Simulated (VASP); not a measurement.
The system is BaTiO3.

```
CELL_PARAMETERS angstrom
2.82737 1.63238 2.31839
-2.82737 1.63238 2.31839
0.00000 -3.26476 2.31839
ATOMIC_POSITIONS crystal
Ba 0.00000 0.00000 0.00000
Ti 0.48450 0.48450 0.48450
O 0.50860 0.50860 0.01750
O 0.01750 0.50860 0.50860
O 0.50860 0.01750 0.50860
```

Base run:

* Program: VASP 6.6.1
* Functional: PBEsol
* Potentials or basis: VASP PAW PBE potentials, release 64 (Ba_sv, Ti_sv, O)
* Cutoff: 520 eV
* k mesh: 6 × 6 × 6
* Occupations: gaussian, width 0.01 eV
* Spin: no spin polarisation

Its results: band gap on the k mesh 2.34 eV, indirect (least direct gap 2.74 eV); pressure 0.6 GPa; largest force 0.142 eV/Å.

The run is repeated on the same cell with these changes: further incar settings from ALGO = Normal; EDIFF = 1e-07; NBANDS = 28 to ALGO = Normal; EDIFF = 1e-06; NBANDS = 28; hubbard terms from none to Ti d U = 3.0 eV. What comes out?

Band gap on the k mesh 2.63 eV, indirect (least direct gap 3.04 eV); pressure 3.4 GPa; largest force 0.928 eV/Å.

Caveats: the PAW data sets were made with another functional, which shifts forces and pressure a little; spin-orbit coupling is left out, which moves the levels of the heavy elements.

A k mesh can miss the band edges.
